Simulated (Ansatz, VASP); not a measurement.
CaO: VASP beside Ansatz

```xyz
2
Lattice="0.0000 2.4036 2.4036 2.4036 0.0000 2.4036 2.4036 2.4036 0.0000" Properties=species:S:1:pos:R:3 pbc="T T T"
Ca    0.0000    0.0000    0.0000
O     2.4036    2.4036    2.4036
```

Alike in both runs: functional B3LYP; k mesh 5 × 5 × 5; occupations fermi-dirac, width 0.05 eV; no spin polarisation.

```csv
,VASP,Ansatz
version,VASP 6.6.1,Ansatz 0.2.0
potentials or method,"VASP PAW PBE potentials, release 64 (Ca_sv, O)",Ansatz PAW
plane-wave cutoff (eV),520,420
valence electrons in the cell,16,16
task,single point,band structure
```

Ansatz gave:

| Property | Result |
| --- | --- |
| gap on the k mesh at the Fermi level (eV) | 5.86 |
| least direct gap on the mesh (eV) | 6.27 |
| pressure (GPa) | 1.7 |

**Question.** Estimate VASP's values.

**Answer.** gap on the k mesh at the Fermi level (eV): 5.85; least direct gap on the mesh (eV): 6.26; pressure (GPa): 2.4.

VASP's potentials were made for PBE, not for B3LYP. The functional is the same, so the differences come from potentials, cutoffs and numerics.

The k mesh is coarse, so the values compare programs but aren't converged. Noted on Ansatz's run: the k mesh misses the band edges, so the gap on the mesh is wider than the one along the path.
